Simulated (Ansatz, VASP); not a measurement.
**HfC: VASP beside Ansatz**

File POSCAR:

```
HfC
1.0
    0.0000000000      2.3250000000      2.3250000000
    2.3250000000      0.0000000000      2.3250000000
    2.3250000000      2.3250000000      0.0000000000
Hf C
1 1
Direct
    0.5000000000      0.5000000000      0.5000000000
    0.0000000000      0.0000000000      0.0000000000
```

The input INCAR.step1:

```
SYSTEM = HfC
PREC = Accurate
ENCUT = 520
EDIFF = 1E-5
ISMEAR = -1
SIGMA = 0.05
LREAL = .False.
LASPH = .True.
NELM = 80
ALGO = Normal
ISIF = 2
LWAVE = .True.
NBANDS = 14
GGA = PE
```

Contents of INCAR.step2:

```
SYSTEM = HfC
PREC = Accurate
ENCUT = 520
EDIFF = 1E-6
ISMEAR = -1
SIGMA = 0.05
LREAL = .False.
LASPH = .True.
NELM = 80
ALGO = Normal
ISIF = 2
LWAVE = .False.
LCHARG = .True.
GGA = PE
LHFCALC = .True.
AEXX = 0.1
PRECFOCK = Normal
LELF = .True.
LVHAR = .True.
NBANDS = 14
ISTART = 1
```

KPOINTS

```
Automatic mesh
0
Gamma
  6 6 6
  0 0 0
```

The input input.yaml:

```yaml
crystal:
  lattice:
    - [0.0, 2.325, 2.325]
    - [2.325, 0.0, 2.325]
    - [2.325, 2.325, 0.0]
  atoms:
    - { symbol: Hf, position: [0.5, 0.5, 0.5] }
    - { symbol: C, position: [0.0, 0.0, 0.0] }
hamiltonian:
  xc: { exchange: pbe, correlation: pbe, exx: { coeff: 0.1 } }
  pseudopotentials: { kind: paw }
kpoints:
  mp_grid: { grid: [6, 6, 6] }
scf:
  occupations: { method: fermi_dirac, width: 0.05 }
output:
  forces: true
  stress: true
  eigenvalues: true
```

Alike in both runs: task single point; functional PBE-based global hybrid; k mesh 6 × 6 × 6; occupations fermi-dirac, width 0.05 eV; no spin polarisation.

```csv
,VASP,Ansatz
version,VASP 6.6.1,Ansatz 0.2.0
potentials or method,"VASP PAW PBE potentials, release 64 (Hf_pv, C)",Ansatz PAW
plane-wave cutoff (eV),520,420
valence electrons in the cell,14,30
```

```tsv
	VASP	Ansatz	Ansatz less VASP
gap on the k mesh at the Fermi level (eV)	none	none	-
pressure (GPa)	-2.2	-0.6	+1.65
```

VASP's potentials were made for PBE, not for PBE-based global hybrid. A gap of «none» marks a metal or a gap that the smearing closes. With one functional, cell and mesh, what is left measures potentials, basis and numerics. VASP's potentials hold 14 valence electrons a cell and Ansatz's 30, so a difference there can come from the potentials and not from the codes.

The k mesh is coarse, so the values compare programs but aren't converged. Spin-orbit coupling is off throughout.
